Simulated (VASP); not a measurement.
**Pt: single point with PBEsol**

Crystal: Pt.

```
CELL_PARAMETERS angstrom
2.76067 0.00000 0.00000
-1.38033 2.39081 0.00000
0.00000 0.00000 4.79213
ATOMIC_POSITIONS crystal
Pt 0.66667 0.33333 0.75000
Pt 0.33333 0.66667 0.25000
```

```json
{
 "Program": "VASP 6.6.1",
 "Task": "single point",
 "Functional": "PBEsol",
 "Potentials or basis": "VASP PAW PBE potentials, release 64 (Pt)",
 "Cutoff": "520 eV",
 "k mesh": "12 × 12 × 6",
 "Occupations": "fermi-dirac, width 0.15 eV",
 "Spin": "no spin polarisation",
 "Dipole correction": "no",
 "Further INCAR settings": "ALGO = Normal; EDIFF = 1e-06; NBANDS = 17"
}
```

```
Pressure               : -10.4 GPa
Band gap on the k mesh : zero (band 10 reaches 10.69 eV, above the bottom of band 11 at 9.39 eV)
```

Stress tensor (GPa, compression positive):
```
 -9.83   0.00   0.00
  0.00  -9.83   0.00
  0.00   0.00 -11.66
```

Levels at points of the mesh, in eV from the Fermi level:
```
           k point  band 6  band 7  band 8  band 9  band 10  band 11  band 12  band 13  band 14  band 15
(0.00, 0.00, 0.00)   -3.07   -3.07   -1.82   -1.82    -0.81    -0.24    -0.24     4.60    15.08    15.64
(0.50, 0.00, 0.00)   -2.96   -2.65   -0.02    0.28     0.48     2.21     3.68     7.19     8.74     9.42
(0.00, 0.00, 0.50)   -3.43   -3.43   -3.43   -0.81    -0.81    -0.81    -0.81    11.83    11.83    15.50
(0.50, 0.00, 0.50)   -1.82   -0.89   -0.89    0.40     0.40     1.64     1.64     6.39     6.39    14.06
```

It took 46 s on 1 thread of Intel Xeon 8259CL, on a shared host, peak memory 0.17 GiB.

Caveat: the PAW data sets were made with another functional, which shifts forces and pressure a little; spin-orbit coupling is left out, which moves the levels of the heavy elements.
